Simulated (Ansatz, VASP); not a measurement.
# Al2Pt: VASP beside Ansatz

File INCAR:

```
PREC = Accurate
ENCUT = 520
EDIFF = 1E-8
ISMEAR = -1
SIGMA = 0.05
LREAL = F
LASPH = T
NELM = 100
ALGO = Normal
ISIF = 2
LWAVE = F
LCHARG = F
GGA = PE
LEFG = T
NBANDS = 15
```

The input KPOINTS:

```
regular mesh
0
Gamma
  10 10 10
```

POSCAR

```
Al2Pt
1.0
    0.0000000000      2.9550000000      2.9550000000
    2.9550000000      0.0000000000      2.9550000000
    2.9550000000      2.9550000000      0.0000000000
Al Pt
2 1
Direct
    0.2500000000      0.2500000000      0.2500000000
    0.7500000000      0.7500000000      0.7500000000
    0.0000000000      0.0000000000      0.0000000000
```

Input for Ansatz:

```yaml
crystal:
  lattice:
    - [0.0, 2.955, 2.955]
    - [2.955, 0.0, 2.955]
    - [2.955, 2.955, 0.0]
  atoms:
    - { symbol: Al, position: [0.25, 0.25, 0.25] }
    - { symbol: Al, position: [0.75, 0.75, 0.75] }
    - { symbol: Pt, position: [0.0, 0.0, 0.0] }
kpoints:
  mp_grid: { grid: [10, 10, 10] }
  band_path:
    path:
      - [0.0, 0.0, 0.0]
      - [0.5, 0.0, 0.5]
      - [0.625, 0.25, 0.625]
      - [0.375, 0.375, 0.75]
      - [0.0, 0.0, 0.0]
      - [0.5, 0.5, 0.5]
      - [0.5, 0.25, 0.75]
      - [0.5, 0.0, 0.5]
    npoints: 8
scf:
  occupations: { method: fermi_dirac, width: 0.05 }
hamiltonian:
  xc: pbe
  pseudopotentials: { kind: paw }
output:
  forces: true
  stress: true
  eigenvalues: true
  efg: { contact_densities: true }
  populations: true
  bader: true
  dos: { projected: true, de: 0.2, e_range: [-14, 8] }
```

Alike in both runs: task electric field gradients; functional PBE; k mesh 10 × 10 × 10; occupations fermi-dirac, width 0.05 eV; no spin polarisation.

|  | VASP | Ansatz |
| --- | --- | --- |
| version | VASP 6.6.1 | Ansatz 0.2.0 |
| potentials or method | VASP PAW PBE potentials, release 64 (Al, Pt) | PAW with Ansatz's default frozen-core files, scalar-relativistic |
| plane-wave cutoff (eV) | 520 | 420 |
| valence electrons in the cell | 16 | 24 |

Ansatz gave:

```
pressure (GPa) : 2.5
```

Estimate VASP's values.

pressure (GPa): 2.3.

The functional is the same, so the differences come from potentials, cutoffs and numerics. VASP's potentials hold 16 valence electrons a cell and Ansatz's 24, so a difference there can come from the potentials and not from the codes.

Neither program's run includes spin-orbit coupling.
